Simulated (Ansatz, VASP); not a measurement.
## Mn2SbN3: VASP beside Ansatz

```xyz
6
Lattice="2.8268 1.6320 3.0807 -2.8268 1.6320 3.0807 0.0000 -3.2641 3.0807" Properties=species:S:1:pos:R:3 pbc="T T T"
Mn    0.0000    0.0000    7.2007
Mn    0.0000    0.0000    2.0413
Sb    0.0000    0.0000    4.6210
N     0.0000   -1.6320    1.5403
N     1.4134    0.8160    1.5403
N    -1.4134    0.8160    1.5403
```

Alike in both runs: functional PBE; k mesh 6 × 6 × 6; occupations gaussian, width 0.1 eV; no spin polarisation.

Ansatz relaxed the structure, and its values are those at the end. VASP's run is a single point on that final structure, the one shown.

|  | VASP | Ansatz |
| --- | --- | --- |
| version | VASP 6.6.1 | Ansatz 0.2.0 |
| potentials or method | VASP PAW PBE potentials, release 64 (Mn_sv, Sb_d_GW, N), cutoff 600 eV | scalar-relativistic, plane waves, PAW |
| valence electrons in the cell | 60 | 60 |

```tsv
	VASP	Ansatz	Ansatz less VASP
gap on the k mesh at the Fermi level (eV)	none	none	-
pressure (GPa)	-1.0	0.0	+0.99
```

A gap of «none» marks a metal or a gap that the smearing closes.

Neither program's run includes spin-orbit coupling.
